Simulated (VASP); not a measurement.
# Ga3N4 (P-43m) in VASP: a series of runs, part 2 of 2

VASP 6.6.1.

**4. Single point, PBE**

This run uses another cell than the first one, of 13.64 Å³/atom.

INCAR reads:

```
PREC     = Accurate       # precision mode
ENCUT    = 520            # plane-wave cutoff, eV
EDIFF    = 1E-7           # SCF threshold, eV
ISMEAR   = 0              # smearing method
SIGMA    = 0.1            # smearing width, eV
LREAL    = F              # projectors in reciprocal space
LASPH    = T              # aspherical terms in the spheres
NELM     = 100            # most SCF steps
ALGO     = Normal         # electronic algorithm
ISIF     = 2              # what is computed and relaxed
LWAVE    = F              # write WAVECAR
LCHARG   = T              # write CHGCAR
GGA      = PE             # functional
LELF     = T              # ELF
LVHAR    = T            
NBANDS   = 38             # bands
```

KPOINTS reads:

```
Automatic mesh
0
Gamma
  8 8 8
```

POSCAR reads:

```
Ga3N4
1.0
    4.5706662641      0.0000000000      0.0000000000
    0.0000000000      4.5706662641      0.0000000000
    0.0000000000      0.0000000000      4.5706662641
Ga N
3 4
Direct
    0.0000000000      0.0000000000      0.5000000000
    0.5000000000      0.0000000000      0.0000000000
    0.0000000000      0.5000000000      0.0000000000
    0.2302318791      0.7697681209      0.2302318791
    0.7697681209      0.2302318791      0.2302318791
    0.2302318791      0.2302318791      0.7697681209
    0.7697681209      0.7697681209      0.7697681209
```

Potentials or basis: VASP PAW PBE potentials, release 64 (Ga_d, N).

The run is started by

```sh
$ cat potpaw_PBE.64/Ga_d/POTCAR potpaw_PBE.64/N/POTCAR > POTCAR
$ mpirun -np 1 vasp_std > vasp.out
```

OUTCAR:

```text
PREC = Accurate
   ENCUT = 520
   EDIFF = 1E-7
   ISMEAR = 0
   LREAL = F
   LASPH = T
   NELM = 100
   ISIF = 2
   GGA = PE

 ion  position               nearest neighbor table
   1  0.000  0.000  0.500-   4 1.93   5 1.93   6 1.93   7 1.93
   2  0.500  0.000  0.000-   4 1.93   5 1.93   6 1.93   7 1.93
   3  0.000  0.500  0.000-   4 1.93   5 1.93   6 1.93   7 1.93
   4  0.230  0.770  0.230-   2 1.93   3 1.93   1 1.93
   5  0.770  0.230  0.230-   2 1.93   3 1.93   1 1.93
   6  0.230  0.230  0.770-   2 1.93   3 1.93   1 1.93
   7  0.770  0.770  0.770-   2 1.93   3 1.93   1 1.93

  LATTYP: Found a simple cubic cell.
 ALAT       =     4.5706662641

  Lattice vectors:

 A1 = (   4.5706662641,   0.0000000000,   0.0000000000)
 A2 = (   0.0000000000,   4.5706662641,   0.0000000000)
 A3 = (   0.0000000000,   0.0000000000,   4.5706662641)

Analysis of symmetry for initial positions (statically):
=====================================================================
 Subroutine PRICEL returns:
 Original cell was already a primitive cell.

 Routine SETGRP: Setting up the symmetry group for a
 simple cubic supercell.

 Subroutine GETGRP returns: Found 24 space group operations
 (whereof 24 operations were pure point group operations)
 out of a pool of 48 trial point group operations.

The static configuration has the point symmetry T_d .

Analysis of symmetry for dynamics (positions and initial velocities):
=====================================================================
 Subroutine PRICEL returns:
 Original cell was already a primitive cell.

 Routine SETGRP: Setting up the symmetry group for a
 simple cubic supercell.

 Subroutine GETGRP returns: Found 24 space group operations
 (whereof 24 operations were pure point group operations)
 out of a pool of 48 trial point group operations.

[... 126 lines left out ...]
   EFERMI_NEDOS =   21; number of points for ismear=-14 and -15
   IALGO  =     38    algorithm
   IMIX   =      4    mixing-type and parameters
     AMIX     =   0.40;   BMIX     =  1.00
     AMIX_MAG =   1.60;   BMIX_MAG =  1.00
  volume/ion in A,a.u.               =      13.64        92.05
  Fermi-wavevector in a.u.,A,eV,Ry     =   1.394374  2.634985 26.453525  1.944279
  Thomas-Fermi vector in A             =   2.517929
   LORBIT       =      0    0 simple, 1 ext, 2 COOP (PROOUT), +10 PAW based schemes
   GGA     = PE    functional components
   LHFCALC =     F    Hartree Fock is set to
   AEXX    =    0.0000 exact exchange contribution
   IVDW    =     0    specifies the selected vdW correction
   LEPSILON=     F    determine dielectric tensor
   LRPA    =     F    only Hartree local field effects (RPA)
 non-spin polarized calculation
 Gauss-broadening in eV      SIGMA  =   0.10
  energy-cutoff  :      520.00
  volume of cell :       95.49
 maximum number of plane-waves:      2612
 NGX is ok and might be reduce to    36
   NGX = 17   NGY = 17   NGZ = 17

 number of electron      59.0000045 magnetization

 Free energy of the ion-electron system (eV)
  ---------------------------------------------------
  ext. energy  EPLUGINS =         0.00000000
  ---------------------------------------------------
  free energy    TOTEN  =       -38.64257572 eV

  energy without entropy =      -38.58980185  energy(sigma->0) =      -38.61618879

 E-fermi :   2.7609     XC(G=0): -10.3195

 val. band max:        2.7603124648   @ k =   0.5000   0.3750   0.1250
 cond. band min:       2.7661052329   @ k =   0.5000   0.1250   0.0000
 fundamental gap:      0.0057927681
 Fermi energy:         2.7609378669

 k-point     1 :       0.0000    0.0000    0.0000
  band No.  band energies     occupation
      1     -12.7156      2.00000
      2     -11.8895      2.00000
      3     -11.8895      2.00000
      4     -11.8895      2.00000
      5     -10.6241      2.00000
      6     -10.6241      2.00000
[... 973 lines left out ...]
     37      11.0831      0.00000
     38      12.2530      0.00000

 [... further k-points ...]
[... 5 lines left out ...]
  --------------------------------------------------------------------------------------
  -------------------------------------------------------------------------------------
  Total       -0.0309246     -0.0309246     -0.0309246      0.0000000      0.0000000     -0.0000000
  in kB       -0.5188917     -0.5188917     -0.5188917      0.0000000      0.0000000     -0.0000000
  external PRESSURE =      -0.5188917 kB  Pullay stress =       0.0000000 kB

 VOLUME and BASIS-vectors are now :
 -----------------------------------------------------------------------------
  energy-cutoff  :      520.00
  volume of cell :       95.49
      direct lattice vectors                 reciprocal lattice vectors
     4.570666264  0.000000000  0.000000000     0.218786484  0.000000000  0.000000000
     0.000000000  4.570666264  0.000000000     0.000000000  0.218786484  0.000000000
     0.000000000  0.000000000  4.570666264     0.000000000  0.000000000  0.218786484

 POSITION                                       TOTAL-FORCE (eV/Angst)
 -----------------------------------------------------------------------------------
      0.00000      0.00000      2.28533         0.000000     -0.000000     -0.000000
      2.28533      0.00000      0.00000         0.000000     -0.000000     -0.000000
      0.00000      2.28533      0.00000         0.000000     -0.000000     -0.000000
      1.05231      3.51835      1.05231         0.001683     -0.001683      0.001683
      3.51835      1.05231      1.05231        -0.001683      0.001683      0.001683
      1.05231      1.05231      3.51835         0.001683      0.001683     -0.001683
      3.51835      3.51835      3.51835        -0.001683     -0.001683     -0.001683
 -----------------------------------------------------------------------------------
    total drift:                               -0.000000     -0.000000      0.000000

  FREE ENERGIE OF THE ION-ELECTRON SYSTEM (eV)
  ---------------------------------------------------
  free  energy   TOTEN  =       -38.6425757218 eV

  energy  without entropy=      -38.5898018544  energy(sigma->0) =      -38.61618879
```

It took 2.9 min on 1 thread of Intel Xeon 8259CL, shared host; peak memory 0.25 GiB.

Results:

- Free energy: -38.6426 eV
- Pressure: -0.1 GPa
- Band gap on the k mesh: zero (an odd number of electrons rules out a gap without spin polarisation)

Forces on the atoms (eV/Å):
```
Ga   0.000  0.000  0.000
Ga   0.000  0.000  0.000
Ga   0.000  0.000  0.000
N    0.002 -0.002  0.002
N   -0.002  0.002  0.002
N    0.002  0.002 -0.002
N   -0.002 -0.002 -0.002
```

Levels at points of the mesh, in eV from the Fermi level:
| k point | band 25 | band 26 | band 27 | band 28 | band 29 | band 30 | band 31 | band 32 | band 33 | band 34 |
| --- | --- | --- | --- | --- | --- | --- | --- | --- | --- | --- |
| (0.00, 0.00, 0.00) | -2.53 | -1.90 | -1.90 | -1.90 | 0.32 | 0.32 | 0.32 | 2.63 | 5.02 | 5.02 |
| (0.50, 0.00, 0.00) | -3.14 | -2.22 | -1.61 | -1.61 | -1.01 | -0.01 | -0.01 | 5.03 | 5.59 | 7.32 |
| (0.50, 0.50, 0.00) | -2.35 | -2.35 | -1.60 | -0.85 | -0.71 | 0.05 | 0.05 | 6.58 | 6.58 | 6.89 |
| (0.50, 0.50, 0.50) | -1.51 | -0.88 | -0.88 | -0.88 | 0.16 | 0.16 | 0.16 | 5.19 | 5.19 | 5.19 |

**5. Summary**

```csv
cell,k mesh,gap on the mesh (eV),pressure (GPa),largest force (eV/Å)
"a = 4.575 Å, 7 atoms, atomic positions A",4 × 4 × 4,none,-0.3,0.01
"a = 4.735 Å, 7 atoms, atomic positions B",4 × 4 × 4,none,-20.6,2.78
"a = 4.571 Å, 7 atoms, atomic positions C",8 × 8 × 8,none,-0.1,-
```

Alike in all rows: task single point; level PBE; potentials or basis VASP PAW PBE potentials, release 64 (Ga_d, N); no spin polarisation; cutoff (eV) 520; smearing gaussian 0.1 eV.

Caveats: the cell stands under tension (at least some runs); forces of over 1 eV/Å act on the atoms, so gaps and moduli don't describe the material at rest (at least some runs).

Absolute energies hang on the potentials; compare differences alone.

The gap in the log of VASP goes by the Fermi energy; the results here count the filled bands.